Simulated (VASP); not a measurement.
**GaBiSe4: relaxation of cell and atoms with PBE**

The system is GaBiSe4.

```
Ga Bi Se
1.0
     4.21529    0.00000    0.00000
    -2.10764    3.65055    0.00000
     0.00000    0.00000    8.76275
Ga Bi Se
1 1 4
Direct
  0.00000 0.00000 0.50000
  0.00000 0.00000 0.00000
  0.33333 0.66667 0.74327
  0.33333 0.66667 0.25673
  0.66667 0.33333 0.74327
  0.66667 0.33333 0.25673
```

```yaml
Program: VASP 6.6.1
Task: relaxation of cell and atoms
Functional: PBE
Potentials_or_basis: VASP PAW PBE potentials, release 64 (Ga_d, Bi_d, Se)
Cutoff: 600 eV
k_mesh: 6 × 6 × 2
Occupations: gaussian, width 0.1 eV
Spin: no spin polarisation
Dipole_correction: no
Further_INCAR_settings: ALGO = Normal; EDIFF = 1e-07; IBRION = 2; EDIFFG = -0.04; NSW = 90; ISIF = 3
```

```
Relaxed volume                         : 24.58 Å³/atom
Relaxed cell                           : a = 4.892 Å, b = 4.892 Å, c = 7.117 Å, α = 90.00°, β = 90.00°, γ = 120.00°
Space group after relaxing (to 0.05 Å) : P6/mmm (No. 191)
Energy gained by relaxing              : 435.5 meV/atom
Ionic steps                            : 15
Pressure after relaxing                : -0.1 GPa
Largest force after relaxing           : 0.018 eV/Å
Band gap on the k mesh                 : zero (band 26 reaches 5.22 eV, above the bottom of band 27 at 4.13 eV)
```

Forces on the atoms (eV/Å):
```
Ga   0.000  0.000  0.000
Bi   0.000  0.000  0.000
Se   0.000  0.000  0.018
Se   0.000  0.000 -0.018
Se   0.000  0.000  0.018
Se   0.000  0.000 -0.018
```

Stress tensor (GPa, compression positive):
```
-0.11  0.00  0.00
 0.00 -0.11  0.00
 0.00  0.00  0.01
```

Step by step:
```
step  energy change (eV)  largest force (eV/Å)  pressure (GPa)  volume (Å³)
   1              0.0000                0.0015           14.37       134.84
   2             -1.8759                0.4973           -4.12       176.97
   3             -1.9582                0.4668           -2.04       167.98
   4             -2.2910                0.4092           -1.98       162.52
   5             -2.5037                0.3143           -1.63       156.47
   6             -2.5819                0.1426            0.38       143.31
   7             -2.5818                0.2231           -0.21       146.29
   8             -2.5866                0.1979            0.03       144.98
   9             -2.5863                0.1741            0.18       144.19
  10             -2.5959                0.1243            0.11       144.74
  11             -2.6076                0.0038           -0.05       146.20
  12             -2.6115                0.0001            0.37       146.00
  13             -2.6115                0.0008            0.33       146.02
  14             -2.6126                0.0263           -0.30       148.34
  15             -2.6131                0.0177           -0.07       147.48
```

Final structure:
```cif
data_structure
_symmetry_space_group_name_H-M 'P 1'
_symmetry_Int_Tables_number 1
_cell_length_a 4.8915
_cell_length_b 4.8915
_cell_length_c 7.1175
_cell_angle_alpha 90.000
_cell_angle_beta 90.000
_cell_angle_gamma 120.000
_cell_volume 147.48
loop_
_atom_site_label
_atom_site_type_symbol
_atom_site_fract_x
_atom_site_fract_y
_atom_site_fract_z
_atom_site_occupancy
Ga1 Ga 0.00000 0.00000 0.50000 1
Bi1 Bi 0.00000 0.00000 0.00000 1
Se1 Se 0.33333 0.66667 0.76242 1
Se2 Se 0.33333 0.66667 0.23758 1
Se3 Se 0.66667 0.33333 0.76242 1
Se4 Se 0.66667 0.33333 0.23758 1
```

Levels at points of the mesh, in eV from the Fermi level:
```tsv
k point	band 22	band 23	band 24	band 25	band 26	band 27	band 28	band 29	band 30	band 31
(0.00, 0.00, 0.00)	-2.73	-1.88	-1.86	-1.52	-0.82	-0.44	-0.44	1.20	1.67	1.67
(0.50, 0.00, 0.00)	-1.33	-0.70	-0.67	0.00	0.33	0.45	1.15	1.31	1.62	2.12
(0.00, 0.00, 0.50)	-2.52	-2.52	-2.39	-1.15	-1.15	-0.70	0.05	1.57	3.05	3.05
(0.50, 0.00, 0.50)	-2.54	-1.74	-0.73	-0.22	0.20	0.91	1.29	1.41	1.46	3.01
```

It took 6.2 min on 1 thread of Intel(R) Xeon(R) 6975P-C (Granite Rapids), with other jobs on the host, peak memory 0.35 GiB.

Caveat: spin-orbit coupling is left out, which moves the levels of the heavy elements.
